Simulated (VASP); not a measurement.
# Cu25W (a cell with a defect) in VASP: a series of runs

Cu25W (a cell with a defect) is run at these levels: PBEsol; tasks: single point.

Everything below comes from runs of VASP 6.6.1. Logs are shortened: lines on timing, memory, paths and dates and some standing lists are left out, and cuts for length are marked.

### Step 1. The cell of the first run

The cell holds a defect, 26 atoms: a = 7.560 Å, b = 7.560 Å, c = 7.560 Å, α = 60.00°, β = 60.00°, γ = 60.00°.

### Step 2. Single point, PBEsol

INCAR reads:

```
PREC = Accurate ; ENCUT = 520
EDIFF = 1E-7 ; ISMEAR = 1
SIGMA = 0.1 ; LREAL = Auto
LASPH = T ; NELM = 80
ALGO = Normal ; ISIF = 2
LWAVE = F ; LCHARG = T
GGA = PS ; LELF = T
LVHAR = T ; NBANDS = 164
```

KPOINTS reads:

```
regular mesh
0
Gamma
  4 4 4
```

POSCAR reads:

```
Cu25W
1.0
    0.0000000000      5.3454650035      5.3454650035
    5.3454650035      0.0000000000      5.3454650035
    5.3454650035      5.3454650035      0.0000000000
Cu W
25 1
Direct
   -0.0001877739      0.0030374366     -0.0059119801
   -0.0001877739      0.0030374366      0.6697289841
   -0.0001877739      0.3363956508     -0.0059119801
   -0.0001877739      0.3363956508      0.3363707699
    0.0000397596      0.6666534135     -0.0000132532
   -0.0001877739      0.6607546865      0.3363707699
   -0.0001877739      0.6607546865      0.6697289841
    0.3355043976      0.0008288477     -0.0038287597
    0.3355043976      0.0008288477      0.3341621810
    0.3304500417      0.0032420866      0.6664872692
    0.3337103238      0.3340246792     -0.0005341682
    0.3304500417      0.3331539359      0.3365754199
    0.3304500417      0.3331539359      0.6664872692
    0.3337103238      0.6661324985     -0.0005341682
    0.3355043976      0.6628379070      0.3341621810
    0.3337103238      0.6661324985      0.6673580126
    0.6671328185      0.0006956623     -0.0005809071
    0.6639352887     -0.0003634781      0.3329698553
    0.6639352887     -0.0003634781      0.6701250007
    0.6691103735      0.3339444254     -0.0036658909
    0.6639352887      0.3367916674      0.3329698553
    0.6691103735      0.3339444254      0.6672777587
    0.6671328185      0.6660857596     -0.0005809071
    0.6671328185      0.6660857596      0.3340289957
    0.6691103735      0.6630007757      0.6672777587
    0.0015571527     -0.0005190509      0.3328142824
```

Potentials or basis: VASP PAW PBE potentials, release 64 (Cu, W_sv).

Run with:

```sh
> cat potpaw_PBE.64/Cu/POTCAR potpaw_PBE.64/W_sv/POTCAR > POTCAR
> mpirun -np 1 vasp_std > vasp.out
```

OUTCAR:

```text
PREC = Accurate
   ENCUT = 520
   EDIFF = 1E-7
   ISMEAR = 1
   LREAL = Auto
   LASPH = T
   NELM = 80
   ISIF = 2
   GGA = PS

 ion  position               nearest neighbor table
   1  1.000  0.003  0.994-   2 2.45  10 2.49  20 2.50  17 2.50   3 2.52   5 2.52  14 2.54   8 2.54
                            18 2.55  26 2.55   6 2.59
   2  1.000  0.003  0.670-   1 2.45  10 2.49  22 2.50  17 2.50   4 2.52   5 2.52  16 2.54   9 2.54
                            19 2.55  26 2.55   7 2.59
   3  1.000  0.336  0.994-   7 2.45  13 2.49  20 2.50  23 2.50   1 2.52   5 2.52  11 2.54   8 2.54
                            21 2.55  26 2.55   4 2.59
   4  1.000  0.336  0.336-   6 2.45  12 2.49  22 2.50  24 2.50   2 2.52   5 2.52  11 2.54   9 2.54
                            21 2.55  26 2.55   3 2.59
   5  0.000  0.667  1.000-  14 2.52  16 2.52  11 2.52   6 2.52   1 2.52   2 2.52   3 2.52   4 2.52
                             7 2.52  17 2.52  23 2.52  24 2.52
   6  1.000  0.661  0.336-   4 2.45  12 2.49  25 2.50  24 2.50   7 2.52   5 2.52  14 2.54  15 2.54
                            18 2.55  26 2.55   1 2.59
   7  1.000  0.661  0.670-   3 2.45  13 2.49  25 2.50  23 2.50   6 2.52   5 2.52  16 2.54  15 2.54
                            19 2.55  26 2.55   2 2.59
   8  0.336  0.001  0.996-  19 2.47  10 2.50  13 2.50  23 2.52  17 2.52  11 2.52  14 2.52  26 2.53
                             1 2.54   3 2.54   9 2.56  15 2.56
   9  0.336  0.001  0.334-  18 2.47  10 2.50  12 2.50  24 2.52  17 2.52  11 2.52  16 2.52  26 2.53
[... 21 lines left out ...]
  20  0.669  0.334  0.996-  25 2.49  22 2.49   1 2.50   3 2.50  23 2.52  17 2.52  14 2.52  11 2.52
                            21 2.54  18 2.54  12 2.57
  21  0.664  0.337  0.333-  15 2.47  23 2.51  24 2.51  13 2.52  12 2.52  22 2.54  20 2.54  19 2.55
                            18 2.55   4 2.55   3 2.55  26 2.55
  22  0.669  0.334  0.667-  25 2.49  20 2.49   2 2.50   4 2.50  24 2.52  17 2.52  16 2.52  11 2.52
                            21 2.54  19 2.54  13 2.57
  23  0.667  0.666  0.999-   3 2.50   7 2.50  19 2.51  21 2.51  20 2.52  25 2.52   8 2.52  15 2.52
                            14 2.52   5 2.52  17 2.53  24 2.53
  24  0.667  0.666  0.334-   6 2.50   4 2.50  18 2.51  21 2.51  25 2.52  22 2.52   9 2.52  15 2.52
                            16 2.52   5 2.52  17 2.53  23 2.53
  25  0.669  0.663  0.667-  22 2.49  20 2.49   7 2.50   6 2.50  24 2.52  23 2.52  16 2.52  14 2.52
                            18 2.54  19 2.54  10 2.57
  26  0.002  0.999  0.333-   8 2.53   9 2.53  15 2.53  18 2.55  19 2.55  21 2.55   1 2.55   3 2.55
                             2 2.55   7 2.55   6 2.55   4 2.55

  LATTYP: Found a face centered cubic cell.
 ALAT       =    10.6909300070

  Lattice vectors:

 A1 = (   0.0000000000,   5.3454650035,   5.3454650035)
 A2 = (   5.3454650035,   0.0000000000,   5.3454650035)
 A3 = (   5.3454650035,   5.3454650035,   0.0000000000)

Analysis of symmetry for initial positions (statically):
=====================================================================
 Subroutine PRICEL returns:
 Original cell was already a primitive cell.

 Routine SETGRP: Setting up the symmetry group for a
 face centered cubic supercell.

 Subroutine GETGRP returns: Found  6 space group operations
 (whereof  1 operations were pure point group operations)
 out of a pool of 48 trial point group operations.

The static configuration has the point symmetry C_1 .
 The point group associated with its full space group is C_3v.

Analysis of symmetry for dynamics (positions and initial velocities):
=====================================================================
 Subroutine PRICEL returns:
 Original cell was already a primitive cell.

 Routine SETGRP: Setting up the symmetry group for a
 face centered cubic supercell.

 Subroutine GETGRP returns: Found  6 space group operations
 (whereof  1 operations were pure point group operations)
 out of a pool of 48 trial point group operations.

The dynamic configuration has the point symmetry C_1 .
 The point group associated with its full space group is C_3v.

 Subroutine INISYM returns: Found  6 space group operations
 (whereof  1 operations are pure point group operations),
 and found     1 'primitive' translations

----------------------------------------------------------------------------------------

                                     Primitive cell

  volume of cell :     305.4826

  direct lattice vectors                    reciprocal lattice vectors
     0.000000000  5.345465004  5.345465004    -0.093537232  0.093537232  0.093537232
     5.345465004  0.000000000  5.345465004     0.093537232 -0.093537232  0.093537232
     5.345465004  5.345465004  0.000000000     0.093537232  0.093537232 -0.093537232

  length of vectors
[... 76 lines left out ...]

  Shift w.r.t. Gamma in fractional coordinates (k-lattice)
     0.000000000  0.000000000  0.000000000

 Subroutine IBZKPT returns following result:
 ===========================================

 Found     13 irreducible k-points:

 Following reciprocal coordinates:
            Coordinates               Weight
  0.000000  0.000000  0.000000      1.000000
  0.250000  0.000000  0.000000      2.000000
  0.000000  0.250000  0.000000      6.000000
  0.500000  0.000000  0.000000      1.000000
  0.000000  0.500000  0.000000      3.000000
  0.250000  0.250000  0.000000      6.000000
  0.500000  0.250000  0.000000      6.000000
  0.000000  0.500000  0.250000     12.000000
  0.250000  0.000000  0.500000      6.000000
 -0.250000  0.250000  0.000000      6.000000
  0.000000 -0.250000  0.250000      6.000000
  0.500000  0.500000  0.000000      3.000000
 -0.250000  0.500000  0.250000      6.000000
   k-points           NKPTS =     13   k-points in BZ     NKDIM =     13   number of bands    NBANDS=    164
   number of dos      NEDOS =    301   number of ions     NIONS =     26
   total plane-waves  NPLWV = 175616
   dimension x,y,z NGX =    56 NGY =   56 NGZ =   56
   dimension x,y,z NGXF=   112 NGYF=  112 NGZF=  112
   ions per type =              25   1
   NGX,Y,Z   is equivalent  to a cutoff of  12.32, 12.32, 12.32 a.u.
   NGXF,Y,Z  is equivalent  to a cutoff of  24.63, 24.63, 24.63 a.u.
 SYSTEM =  unknown system
   PREC   = accura    normal or accurate (medium, high low for compatibility)
   ISTART =      0    job   : 0-new  1-cont  2-samecut
   ICHARG =      2    charge: 1-file 2-atom 10-const
   ISPIN  =      1    spin polarized calculation?
   LNONCOLLINEAR =      F non collinear calculations
   LSORBIT =      F    spin-orbit coupling
   LASPH  =      T    aspherical Exc in radial PAW
   ENCUT  =  520.0 eV  38.22 Ry    6.18 a.u.  14.06 14.06 14.06*2*pi/ulx,y,z
   NELM   =     80;   NELMIN=  2; NELMDL= -5     # of ELM steps
   EDIFF  = 0.1E-06   stopping-criterion for ELM
   LREAL  =      T    real-space projection
   EDIFFG = 0.1E-05   stopping-criterion for IOM
   NSW    =      0    number of steps for IOM
   IBRION =     -1    ionic relax: 0-MD 1-quasi-New 2-CG
   NFREE  =      0    steps in history (QN), initial steepest desc. (CG)
   ISIF   =      2    stress and relaxation
   ISYM   =      2    0-nonsym 1-usesym 2-fastsym
   POTIM  = 0.5000    time-step for ionic-motion
   TEBEG  =    0.0;   TEEND  =   0.0 temperature during run
   PSTRESS=    0.0 pullay stress
   NELECT =     289.0000    total number of electrons
   NUPDOWN=      -1.0000    fix difference up-down
   EMIN   =  10.00;   EMAX   =-10.00  energy-range for DOS
   EFERMI =   0.00;   METHOD = LEGACY
   ISMEAR =     1;   SIGMA  =   0.10  broadening in eV -4-tet -1-fermi 0-gaus
   EFERMI_NEDOS =   21; number of points for ismear=-14 and -15
   IALGO  =     38    algorithm
   IMIX   =      4    mixing-type and parameters
     AMIX     =   0.40;   BMIX     =  1.00
     AMIX_MAG =   1.60;   BMIX_MAG =  1.00
  volume/ion in A,a.u.               =      11.75        79.29
  Fermi-wavevector in a.u.,A,eV,Ry     =   1.607109  3.036995 35.141111  2.582799
  Thomas-Fermi vector in A             =   2.703190
   LORBIT       =      0    0 simple, 1 ext, 2 COOP (PROOUT), +10 PAW based schemes
   GGA     = PS    functional components
   LHFCALC =     F    Hartree Fock is set to
   AEXX    =    0.0000 exact exchange contribution
   IVDW    =     0    specifies the selected vdW correction
   LEPSILON=     F    determine dielectric tensor
   LRPA    =     F    only Hartree local field effects (RPA)
 non-spin polarized calculation
 Methfessel and Paxton  Order N= 1 SIGMA  =   0.10
  energy-cutoff  :      520.00
  volume of cell :      305.48
 maximum number of plane-waves:      8291
   NGX = 29   NGY = 29   NGZ = 29

 number of electron     289.0000026 magnetization

 Free energy of the ion-electron system (eV)
  ---------------------------------------------------
  ext. energy  EPLUGINS =         0.00000000
  ---------------------------------------------------
  free energy    TOTEN  =      -117.84204688 eV

  energy without entropy =     -117.84503480  energy(sigma->0) =     -117.84304285

 E-fermi :   7.8797     XC(G=0): -13.0244

 val. band max:        7.8666466212   @ k =   0.2500   0.2500   0.0000
 cond. band min:       7.8997028593   @ k =   0.2500   0.0000   0.5000
 fundamental gap:      0.0330562381
 Fermi energy:         7.8797176268

 k-point     1 :       0.0000    0.0000    0.0000
  band No.  band energies     occupation
      1     -66.1946      2.00000
      2     -30.4795      2.00000
      3     -30.4327      2.00000
      4     -30.4327      2.00000
      5      -1.7990      2.00000
      6       1.4437      2.00000
[... 2056 lines left out ...]
    155      10.2162      0.00000
    156      10.3246      0.00000
 [bands above 156 left out]

------------------------ aborting loop because EDIFF is reached ----------------------------------------

  FORCE on cell =-STRESS in cart. coord.  units (eV):
  Direction    XX          YY          ZZ          XY          YZ          ZX
  --------------------------------------------------------------------------------------
  -------------------------------------------------------------------------------------
  Total        3.5028486      3.5028486      3.5028486      0.2467939     -0.2467939      0.2467939
  in kB       18.3715366     18.3715366     18.3715366      1.2943702     -1.2943702      1.2943702
  external PRESSURE =      18.3715366 kB  Pullay stress =       0.0000000 kB

 VOLUME and BASIS-vectors are now :
 -----------------------------------------------------------------------------
  energy-cutoff  :      520.00
  volume of cell :      305.48
      direct lattice vectors                 reciprocal lattice vectors
     0.000000000  5.345465004  5.345465004    -0.093537232  0.093537232  0.093537232
     5.345465004  0.000000000  5.345465004     0.093537232 -0.093537232  0.093537232
     5.345465004  5.345465004  0.000000000     0.093537232  0.093537232 -0.093537232

 POSITION                                       TOTAL-FORCE (eV/Angst)
 -----------------------------------------------------------------------------------
      5.33010     10.65832      5.36070         0.001979     -0.007935      0.012934
      3.59625      8.92447      5.36070         0.007935     -0.001979      0.012934
      7.11205     10.65832      7.14265        -0.012934     -0.007935     -0.001979
      3.59625      7.14252      7.14265         0.007935      0.012934     -0.001979
      8.90897      5.34561      3.56379        -0.001711      0.001711      0.001711
      5.33010      7.14252      8.87650         0.001979      0.012934     -0.007935
[... 18 lines left out ...]
      7.11096      7.14362      7.12075        -0.006473      0.006473     -0.001826
      7.12174      1.78737      5.35101         0.001859     -0.001859     -0.001859
 -----------------------------------------------------------------------------------
    total drift:                               -0.000805      0.000317      0.000949

  FREE ENERGIE OF THE ION-ELECTRON SYSTEM (eV)
  ---------------------------------------------------
  free  energy   TOTEN  =      -117.8420468761 eV

  energy  without entropy=     -117.8450347972  energy(sigma->0) =     -117.84304285
```

Wall time 39 min (1 thread of Intel Xeon Platinum 8488C (Sapphire Rapids), shared host); peak memory 0.69 GiB.

What came out:

| Item | Value |
| --- | --- |
| Free energy | -117.8420 eV |
| Pressure | 1.8 GPa |
| Largest force | 0.016 eV/Å |
| Band gap on the k mesh | zero (an odd number of electrons rules out a gap without spin polarisation) |

Forces on the atoms (eV/Å):
```
Cu   0.002 -0.008  0.013
Cu   0.008 -0.002  0.013
Cu  -0.013 -0.008 -0.002
Cu   0.008  0.013 -0.002
Cu  -0.002  0.002  0.002
Cu   0.002  0.013 -0.008
Cu  -0.013 -0.002 -0.008
Cu  -0.009  0.009  0.009
Cu  -0.009  0.009  0.009
Cu   0.008 -0.008  0.001
Cu   0.001 -0.001 -0.001
Cu   0.008  0.001 -0.008
Cu  -0.001 -0.008 -0.008
Cu   0.001 -0.001 -0.001
Cu  -0.009  0.009  0.009
Cu   0.001 -0.001 -0.001
Cu   0.000  0.000 -0.013
Cu  -0.002 -0.007 -0.007
Cu   0.007  0.002 -0.007
Cu  -0.006 -0.002  0.006
Cu   0.007 -0.007  0.002
Cu   0.002  0.006  0.006
Cu   0.013  0.000  0.000
Cu   0.000 -0.013  0.000
Cu  -0.006  0.006 -0.002
W    0.002 -0.002 -0.002
```

Levels at points of the mesh, in eV from the Fermi level:
| k point | band 141 | band 142 | band 143 | band 144 | band 145 | band 146 | band 147 | band 148 |
| --- | --- | --- | --- | --- | --- | --- | --- | --- |
| (0.00, 0.00, 0.00) | -1.85 | -1.84 | -1.84 | -1.84 | -0.14 | -0.14 | -0.08 | 0.38 |
| (0.50, 0.00, 0.00) | -0.83 | -0.46 | -0.46 | -0.27 | 0.03 | 0.03 | 0.32 | 0.64 |
| (0.00, 0.50, 0.00) | -0.83 | -0.47 | -0.43 | -0.28 | 0.05 | 0.08 | 0.24 | 0.50 |
| (0.50, 0.50, 0.00) | -0.20 | -0.19 | -0.04 | -0.03 | 0.04 | 0.13 | 0.35 | 0.49 |

Caveat: the PAW data sets were made with another functional, which shifts forces and pressure a little; spin-orbit coupling is left out, which moves the levels of the heavy elements.

### Step 3. Single point, PBEsol

INCAR reads:

```
SYSTEM = Cu25W
  PREC = Accurate
  ENCUT = 520
  EDIFF = 1E-7
  ISMEAR = 1
  SIGMA = 0.1
  LREAL = Auto
  LASPH = .TRUE.
  NELM = 80
  ALGO = Normal
  ISIF = 2
  LWAVE = .FALSE.
  LCHARG = .FALSE.
  GGA = PS
  NBANDS = 164
```

KPOINTS reads:

```
regular mesh
0
G
  4 4 4
  0 0 0
```

POSCAR reads:

```
Cu25W
1.0
    0.0000000000      5.3454650035      5.3454650035
    5.3454650035      0.0000000000      5.3454650035
    5.3454650035      5.3454650035      0.0000000000
W Cu
1 25
Direct
    0.0015571143     -0.0005190381      0.3328143574
   -0.0001877292      0.0030372475      0.6697289193
   -0.0001877292      0.3363955238     -0.0059116466
   -0.0001878228      0.3363956174      0.3363705494
   -0.0001877292      0.0030372475      0.9940883527
    0.0000397533      0.6666534151     -0.0000131887
   -0.0001878228      0.6607550508      0.3363705494
   -0.0001877292      0.6607549573      0.6697289193
    0.3355043011      0.0008288334     -0.0038285724
    0.3355043946      0.0008287399      0.3341621353
    0.3304502038      0.0032420005      0.6664871995
    0.3337102570      0.3340247292     -0.0005341911
    0.3304501103      0.3331538975      0.3365753024
    0.3304501103      0.3331538975      0.6664872930
    0.3337102570      0.6661325998     -0.0005341911
    0.3355043011      0.6628380314      0.3341622289
    0.3337102570      0.6661325998      0.6673579376
    0.6671328870      0.0006956364     -0.0005809597
    0.6639354102     -0.0003633921      0.3329698163
    0.6639354102     -0.0003633921      0.6701247689
    0.6691103576      0.3339443807     -0.0036657241
    0.6639354102      0.3367915605      0.3329698163
    0.6691102641      0.3339444742      0.6672776826
    0.6671327934      0.6660857377     -0.0005808662
    0.6671327934      0.6660857377      0.3340289383
    0.6691102641      0.6630009733      0.6672776826
```

Potentials or basis: VASP PAW PBE potentials, release 64 (W_sv, Cu).

Run with:

```sh
> cat potpaw_PBE.64/W_sv/POTCAR potpaw_PBE.64/Cu/POTCAR > POTCAR
> mpirun -np 1 vasp_std > vasp.out
```

It took 42 min on 1 thread of Intel Xeon Platinum 8488C (Sapphire Rapids), shared host; peak memory 0.68 GiB.

It converged, with:

| Property | Result |
| --- | --- |
| Free energy | -117.8420 eV |
| Pressure | 1.8 GPa |
| Largest force | 0.016 eV/Å |
| Band gap on the k mesh | zero (an odd number of electrons rules out a gap without spin polarisation) |

Forces on the atoms (eV/Å):
```
W    0.002 -0.002 -0.002
Cu   0.008 -0.002  0.013
Cu  -0.013 -0.008 -0.002
Cu   0.008  0.013 -0.002
Cu   0.002 -0.008  0.013
Cu  -0.002  0.002  0.002
Cu   0.002  0.013 -0.008
Cu  -0.013 -0.002 -0.008
Cu  -0.009  0.009  0.009
Cu  -0.009  0.009  0.009
Cu   0.008 -0.008  0.001
Cu   0.001 -0.001 -0.001
Cu   0.008  0.001 -0.008
Cu  -0.001 -0.008 -0.008
Cu   0.001 -0.001 -0.001
Cu  -0.009  0.009  0.009
Cu   0.001 -0.001 -0.001
Cu   0.000  0.000 -0.013
Cu  -0.002 -0.007 -0.007
Cu   0.007  0.002 -0.007
Cu  -0.006 -0.002  0.006
Cu   0.007 -0.007  0.002
Cu   0.002  0.006  0.006
Cu   0.013  0.000  0.000
Cu   0.000 -0.013  0.000
Cu  -0.006  0.006 -0.002
```

Stress tensor (GPa, compression positive):
```
 1.84  0.13  0.13
 0.13  1.84 -0.13
 0.13 -0.13  1.84
```

Levels at points of the mesh, in eV from the Fermi level:
| k point | band 142 | band 143 | band 144 | band 145 | band 146 | band 147 |
| --- | --- | --- | --- | --- | --- | --- |
| (0.00, 0.00, 0.00) | -1.84 | -1.84 | -1.84 | -0.14 | -0.14 | -0.08 |
| (0.50, 0.00, 0.00) | -0.46 | -0.46 | -0.27 | 0.03 | 0.03 | 0.32 |
| (0.00, 0.50, 0.00) | -0.47 | -0.43 | -0.28 | 0.05 | 0.08 | 0.24 |
| (0.50, 0.50, 0.00) | -0.19 | -0.04 | -0.03 | 0.04 | 0.13 | 0.35 |

Caveat: the PAW data sets were made with another functional, which shifts forces and pressure a little; spin-orbit coupling is left out, which moves the levels of the heavy elements.

The gap in the log of VASP goes by the Fermi energy; the results here count the filled bands.